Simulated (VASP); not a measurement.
A run of VASP 6.6.1 is set up as follows.

File INCAR:

```
PREC = Accurate
ENCUT = 600
EDIFF = 1E-7
ISMEAR = 0
SIGMA = 0.1
LREAL = False
LASPH = True
NELM = 120
ALGO = Normal
ISIF = 3
LWAVE = False
LCHARG = False
GGA = PE
IBRION = 2
NSW = 100
EDIFFG = -0.01
GGA_COMPAT = False
NELMIN = 4
```

The input KPOINTS:

```
Automatic mesh
0
Gamma
  12 12 12
```

POSCAR

```
MgB3
1.0
    5.1329013368      0.0000000000      0.0000000000
   -2.5664506684      4.4452229528      0.0000000000
    0.0000000000      0.0000000000      3.2856156748
Mg B
2 6
Direct
    0.3333333333      0.6666666667      0.7500000000
    0.6666666667      0.3333333333      0.2500000000
    0.8855332951      0.7710665902      0.7500000000
    0.1144667049      0.2289334098      0.2500000000
    0.2289334098      0.1144667049      0.7500000000
    0.7710665902      0.8855332951      0.2500000000
    0.1144667049      0.8855332951      0.2500000000
    0.8855332951      0.1144667049      0.7500000000
```

Potentials or basis: VASP PAW PBE potentials, release 64 (Mg, B).

Launch:

```sh
$ cat potpaw_PBE.64/Mg/POTCAR potpaw_PBE.64/B/POTCAR > POTCAR
$ mpirun -np 1 vasp_std > vasp.out
```

Question: Estimate the relaxed volume.

Answer: 9.36 Å³/atom.

Question: What does it give for the space group after relaxing (to 0.05 Å)?

Answer: P6_3/mmc (No. 194).

Question: Estimate the relaxed cell.

Answer: a = 5.124 Å, b = 5.124 Å, c = 3.293 Å, α = 90.00°, β = 90.00°, γ = 120.00°.

The path:
```csv
step,energy change (eV),largest force (eV/Å),pressure (GPa),volume (Å³)
1,0.0000,0.0296,-0.24,74.97
2,-0.0004,0.0363,0.20,74.82
3,-0.0005,0.0236,0.12,74.85
4,-0.0007,0.0084,-0.03,74.87
```
